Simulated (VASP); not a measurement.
# CdS (P1) in VASP: relaxation of cell and atoms with PBE

Aim: the relaxation of cell and atoms of CdS with PBE.

All numbers are computed with VASP 6.6.1; they aren't measurements. Logs are shortened: lines on timing, memory, paths and dates and some standing lists are left out, and cuts for length are marked.

## 1. The cell of the first run

The typed cell holds 12 atoms: a = 4.023 Å, b = 6.679 Å, c = 11.463 Å, α = 88.17°, β = 91.51°, γ = 88.81°.

## 2. Relaxation of cell and atoms, PBE

INCAR reads:

```
  ALGO = Normal
  EDIFF = 1E-6
  EDIFFG = -0.025
  ENCUT = 600
  GGA = PE
  IBRION = 2
  ISIF = 3
  ISMEAR = 0
  LASPH = True
  LCHARG = False
  LREAL = False
  LWAVE = False
  NELM = 100
  NSW = 80
  PREC = Accurate
  SIGMA = 0.1
```

KPOINTS reads:

```
k-points
0
Gamma
  4 2 1
```

POSCAR reads:

```
CdS
1.0
    0.0422792118     -0.0531041232      4.0229219224
    6.6774566070      0.1065007636      0.0697626888
    0.1844646330     11.4605959721     -0.1517697442
Cd S
6 6
Direct
    0.7031686444      0.0981117578      0.4920995645
    0.7018416769      0.6117480374      1.0015970737
    0.3435621843      0.6878488365      0.3021894023
    0.3374363058      0.1954454619      0.8137015019
   -0.0380737352      0.2021666002      0.1935845164
   -0.0054924680      0.6793632904      0.6718764829
    0.1322619159      0.8832521062      0.5005127508
    0.1210477744      0.3431087210      1.0115096197
    0.8691760016      0.8215414122      0.1941324624
    0.7873053251      0.3281554093      0.6888660916
    0.5261125239      0.3182743096      0.3227706208
    0.5216538509      0.8309840574      0.8071599131
```

Potentials or basis: VASP PAW PBE potentials, release 64 (Cd, S).

Command:

```
$ cat potpaw_PBE.64/Cd/POTCAR potpaw_PBE.64/S/POTCAR > POTCAR
$ mpirun -np 1 vasp_std > vasp.out
```

OUTCAR:

```text
EDIFF = 1E-6
   EDIFFG = -0.025
   ENCUT = 600
   GGA = PE
   IBRION = 2
   ISIF = 3
   ISMEAR = 0
   LASPH = True
   LREAL = False
   NELM = 100
   NSW = 80
   PREC = Accurate

 ion  position               nearest neighbor table
   1  0.703  0.098  0.492-   7 2.22  11 2.48   7 2.74  10 2.79   6 3.58   5 3.65
   2  0.702  0.612  0.002-   8 2.43  12 2.70   9 2.73   8 2.98   5 3.58
   3  0.344  0.688  0.302-   9 2.39  11 2.56   9 2.64   7 2.80
   4  0.337  0.195  0.814-  10 2.50  12 2.53   8 2.66  10 2.72
   5  0.962  0.202  0.194-   8 2.37  11 2.45   9 2.58  11 2.81   2 3.58   1 3.65
   6  0.995  0.679  0.672-   7 2.44  10 2.51  12 2.69  12 2.82   1 3.58
   7  0.132  0.883  0.501-   1 2.22   6 2.44   1 2.74   3 2.80
   8  0.121  0.343  0.012-   5 2.37   2 2.43   4 2.66   2 2.98
   9  0.869  0.822  0.194-   3 2.39   5 2.58   3 2.64   2 2.73
  10  0.787  0.328  0.689-   4 2.50   6 2.51   4 2.72   1 2.79
  11  0.526  0.318  0.323-   5 2.45   1 2.48   3 2.56   5 2.81
  12  0.522  0.831  0.807-   4 2.53   6 2.69   2 2.70   6 2.82

  LATTYP: Found a triclinic cell.
 ALAT       =     6.6786702257
 B/A-ratio  =     1.1781011325
 C/A-ratio  =     1.7163723868
 COS(alpha) =     0.0136414318
 COS(beta)  =     0.0318937754
 COS(gamma) =     0.8594291730

  Lattice vectors:

 A1 = (  -6.6774566070,  -0.1065007636,  -0.0697626888)
 A2 = (  -6.7197358188,  -0.0533966404,  -4.0926846112)
 A3 = (  -0.1844646330, -11.4605959721,   0.1517697442)

Analysis of symmetry for initial positions (statically):
=====================================================================
 Subroutine PRICEL returns:
 Original cell was already a primitive cell.

 Routine SETGRP: Setting up the symmetry group for a
 triclinic supercell.

 Subroutine GETGRP returns: Found  1 space group operations
 (whereof  1 operations were pure point group operations)
 out of a pool of  2 trial point group operations.

The static configuration has the point symmetry C_1 .

Analysis of symmetry for dynamics (positions and initial velocities):
=====================================================================
 Subroutine PRICEL returns:
 Original cell was already a primitive cell.

 Routine SETGRP: Setting up the symmetry group for a
 triclinic supercell.

 Subroutine GETGRP returns: Found  1 space group operations
 (whereof  1 operations were pure point group operations)
 out of a pool of  2 trial point group operations.

The dynamic configuration has the point symmetry C_1 .

[... 101 lines left out ...]
   EDIFFG = -.3E-01   stopping-criterion for IOM
   NSW    =     80    number of steps for IOM
   IBRION =      2    ionic relax: 0-MD 1-quasi-New 2-CG
   NFREE  =      1    steps in history (QN), initial steepest desc. (CG)
   ISIF   =      3    stress and relaxation
   ISYM   =      2    0-nonsym 1-usesym 2-fastsym
   POTIM  = 0.5000    time-step for ionic-motion
   TEBEG  =    0.0;   TEEND  =   0.0 temperature during run
   PSTRESS=    0.0 pullay stress
   NELECT =     108.0000    total number of electrons
   NUPDOWN=      -1.0000    fix difference up-down
   EMIN   =  10.00;   EMAX   =-10.00  energy-range for DOS
   EFERMI =   0.00;   METHOD = LEGACY
   ISMEAR =     0;   SIGMA  =   0.10  broadening in eV -4-tet -1-fermi 0-gaus
   EFERMI_NEDOS =   21; number of points for ismear=-14 and -15
   IALGO  =     38    algorithm
   IMIX   =      4    mixing-type and parameters
     AMIX     =   0.40;   BMIX     =  1.00
     AMIX_MAG =   1.60;   BMIX_MAG =  1.00
  volume/ion in A,a.u.               =      25.64       173.04
  Fermi-wavevector in a.u.,A,eV,Ry     =   1.154805  2.182264 18.144369  1.333574
  Thomas-Fermi vector in A             =   2.291438
   LORBIT       =      0    0 simple, 1 ext, 2 COOP (PROOUT), +10 PAW based schemes
   GGA     = PE    functional components
   LHFCALC =     F    Hartree Fock is set to
   AEXX    =    0.0000 exact exchange contribution
   IVDW    =     0    specifies the selected vdW correction
   LEPSILON=     F    determine dielectric tensor
   LRPA    =     F    only Hartree local field effects (RPA)
 conjugate gradient relaxation of ions
 non-spin polarized calculation
 Gauss-broadening in eV      SIGMA  =   0.10
  energy-cutoff  :      600.00
  volume of cell :      307.70
 maximum number of plane-waves:     10284
   NGX = 17   NGY = 27   NGZ = 45

--------------------------------------- Ionic step        1  -------------------------------------------

 number of electron     108.0000000 magnetization

 Free energy of the ion-electron system (eV)
  ---------------------------------------------------
  ext. energy  EPLUGINS =         0.00000000
  ---------------------------------------------------
  free energy    TOTEN  =       -34.46277901 eV

  energy without entropy =      -34.46277901  energy(sigma->0) =      -34.46277901

------------------------ aborting loop because EDIFF is reached ----------------------------------------

  FORCE on cell =-STRESS in cart. coord.  units (eV):
  Direction    XX          YY          ZZ          XY          YZ          ZX
  --------------------------------------------------------------------------------------
  -------------------------------------------------------------------------------------
  Total        2.9479669      1.5723560      4.9053380     -3.7984131     -0.9429485     -5.3541579
  in kB       15.3500713      8.1872614     25.5421075    -19.7783468     -4.9099351    -27.8791134
  external PRESSURE =      16.3598134 kB  Pullay stress =       0.0000000 kB
[... 119 lines left out ...]
  FREE ENERGIE OF THE ION-ELECTRON SYSTEM (eV)
  ---------------------------------------------------
  free  energy   TOTEN  =       -35.3186441216 eV

  energy  without entropy=      -35.3186437553  energy(sigma->0) =      -35.31864394

[... ionic steps 4 to 23 ...]

--------------------------------------- Ionic step       24  -------------------------------------------

 number of electron     108.0000007 magnetization

------------------------ aborting loop because EDIFF is reached ----------------------------------------
[... 87 lines left out ...]
--------------------------------------- Ionic step       26  -------------------------------------------

 number of electron     108.0000007 magnetization

 Free energy of the ion-electron system (eV)
  ---------------------------------------------------
  ext. energy  EPLUGINS =         0.00000000
  ---------------------------------------------------
  free energy    TOTEN  =       -35.80802683 eV

  energy without entropy =      -35.80802683  energy(sigma->0) =      -35.80802683

 E-fermi :   1.5037     XC(G=0):  -9.0951

 val. band max:        1.0629083548   @ k =   0.0000   0.0000   0.0000
 cond. band min:       2.0089417504   @ k =   0.0000   0.0000   0.0000
 fundamental gap:      0.9460333956
 Fermi energy:         1.5037014496

 k-point     1 :       0.0000    0.0000    0.0000
  band No.  band energies     occupation
      1     -11.0436      2.00000
      2     -10.7700      2.00000
      3     -10.6581      2.00000
      4     -10.4764      2.00000
      5     -10.4384      2.00000
      6     -10.4321      2.00000
[... 430 lines left out ...]
  FREE ENERGIE OF THE ION-ELECTRON SYSTEM (eV)
  ---------------------------------------------------
  free  energy   TOTEN  =       -35.8080268319 eV

  energy  without entropy=      -35.8080268319  energy(sigma->0) =      -35.80802683

 reached required accuracy - stopping structural energy minimisation
```

Run time: 25 min. Hardware: 1 thread of Intel Xeon Platinum 8488C (Sapphire Rapids), shared host; peak memory 0.49 GiB.

What came out:

| Quantity | Value |
| --- | --- |
| Free energy | -35.8080 eV |
| Relaxed volume | 25.34 Å³/atom |
| Relaxed cell | a = 4.023 Å, b = 6.606 Å, c = 11.441 Å, α = 90.00°, β = 89.67°, γ = 89.98° |
| Space group after relaxing (to 0.05 Å) | C2 (No. 5) |
| Energy gained by relaxing | 112.1 meV/atom |
| Ionic steps | 26 |
| Pressure after relaxing | 0.0 GPa |
| Largest force after relaxing | 0.014 eV/Å |
| Band gap on the k mesh | 0.95 eV, direct |

Forces in eV/Å, atoms in the order of the input:
```
Cd  -0.008  0.001 -0.007
Cd  -0.008 -0.001  0.009
Cd  -0.004 -0.007  0.000
Cd   0.003 -0.002  0.014
Cd  -0.003 -0.002  0.002
Cd   0.000  0.007  0.000
S    0.003  0.002  0.008
S    0.008  0.002 -0.011
S   -0.006  0.004 -0.005
S    0.013  0.002 -0.002
S    0.003 -0.013 -0.004
S   -0.001  0.007 -0.005
```

Step by step:
```tsv
step	energy change (eV)	largest force (eV/Å)	pressure (GPa)	volume (Å³)
1	0.0000	3.4479	1.64	307.70
2	-0.8550	0.7944	-2.17	319.27
3	-0.8559	0.7822	-2.26	319.71
4	-1.1359	0.5805	-0.17	304.93
5	-1.1571	0.5072	0.75	299.84
6	-1.2376	0.3528	0.34	301.82
7	-1.2717	0.2689	-0.05	304.15
8	-1.3080	0.1593	-0.11	304.34
9	-1.3172	0.1403	-0.11	304.47
10	-1.3278	0.1019	0.10	303.31
11	-1.3297	0.1052	0.25	302.54
12	-1.3353	0.0795	-0.17	304.80
13	-1.3353	0.0786	-0.17	304.97
14	-1.3395	0.0436	-0.01	304.18
15	-1.3398	0.0538	0.05	303.92
16	-1.3413	0.0411	-0.01	304.23
17	-1.3415	0.0461	-0.06	304.48
18	-1.3425	0.0343	0.04	303.92
19	-1.3425	0.0356	0.06	303.78
20	-1.3434	0.0290	-0.07	304.47
21	-1.3434	0.0319	-0.07	304.53
22	-1.3442	0.0359	0.04	303.92
23	-1.3442	0.0375	0.06	303.81
24	-1.3448	0.0295	-0.01	304.17
25	-1.3448	0.0313	-0.02	304.23
26	-1.3452	0.0145	0.01	304.06
```

Final structure:
```
Cd S
1.0
     0.00159    0.01135    4.02274
     6.60644   -0.00264   -0.00027
     0.00551   11.44144    0.03269
Cd S
6 6
Cartesian
  0.7986 5.7314 2.6970
  4.1069 11.4443 2.7146
  4.5678 3.5482 1.3654
  1.2499 9.2782 1.3613
  1.2651 2.1882 4.0220
  4.5537 7.8942 4.0416
  5.7559 5.7172 0.6842
  2.4507 0.0040 0.6737
  5.3895 2.1172 3.3777
  2.0771 7.8504 3.3806
  2.0858 3.6173 2.0092
  5.3819 9.3216 2.0263
```

Caveat: the k points lie up to 0.55 Å⁻¹ apart in the final cell.
